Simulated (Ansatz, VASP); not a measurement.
BN in VASP and in Ansatz

Contents of INCAR:

```
SYSTEM = BN
PREC = Accurate ; ENCUT = 520
EDIFF = 1E-7 ; ISMEAR = 0
SIGMA = 0.02 ; LREAL = .False.
LASPH = .True. ; NELM = 60
ALGO = Normal ; ISIF = 2
LWAVE = .False. ; LCHARG = .False.
LDIPOL = .True. ; IDIPOL = 3
DIPOL = 0.5 0.5 0.500 ; GGA = PE
IVDW = 12 ; IBRION = 2
NSW = 60 ; EDIFFG = -0.01
```

KPOINTS

```
Automatic mesh
0
Gamma
  10 10 1
  0 0 0
```

File POSCAR:

```
BN
1.0
    2.6341919310      0.0014369821      0.0000000000
    1.3157737290      2.1733719166      0.0000000000
    0.0000000000      0.0000000000     26.0000000000
B N
1 1
Direct
    0.4999824925      0.4999824925      0.5000000000
    0.8333175175      0.8333175175      0.5000000000
```

Input for Ansatz:

```yaml
crystal:
  lattice:
    - [2.634191931, 0.0014369821, 0.0]
    - [1.315773729, 2.1733719166, 0.0]
    - [0.0, 0.0, 26.0]
  atoms:
    - { symbol: B, position: [0.4999824925, 0.4999824925, 0.5] }
    - { symbol: "N", position: [0.8333175175, 0.8333175175, 0.5] }
  periodic: [true, true, false]
basis:
  ecutwfc: 420
kpoints:
  mp_grid: { grid: [10, 10, 1] }
  band_path:
    path:
      - [0, 0, 0]
      - [0.5, 0, 0]
      - [0.6666666666667, 0.3333333333333, 0]
      - [0, 0, 0]
    npoints: 8
hamiltonian:
  xc: pbe
  dispersion: d3bj
scf:
  occupations: { method: gaussian, width: 0.02 }
output:
  forces: true
  stress: true
  eigenvalues: true
  write_density: true
  write_potential: true
  elf: true
  volumetric_format: npy
relax:
  adjacent_minimum: "off"
  f_tol: 0.01
  max_steps: 40
```

Change from the starting cell: strain along x +0.050, atoms relaxed.

Alike in both runs: task relaxation of the atoms; functional PBE; dispersion D3(BJ); k mesh 10 × 10 × 1; occupations gaussian, width 0.02 eV; no spin polarisation.

```csv
,VASP,Ansatz
version,VASP 6.6.1,Ansatz 0.2.0
potentials or method,"VASP PAW PBE potentials, release 64 (B, N), cutoff 520 eV","scalar-relativistic, plane waves, PAW"
valence electrons in the cell,8,8
```

|  | VASP | Ansatz | Ansatz less VASP |
| --- | --- | --- | --- |
| gap on the k mesh at the Fermi level, each at its own relaxed structure (eV) | 4.69 | 4.69 | +0.006 |

Ansatz's warnings: stress scf threshold loose.
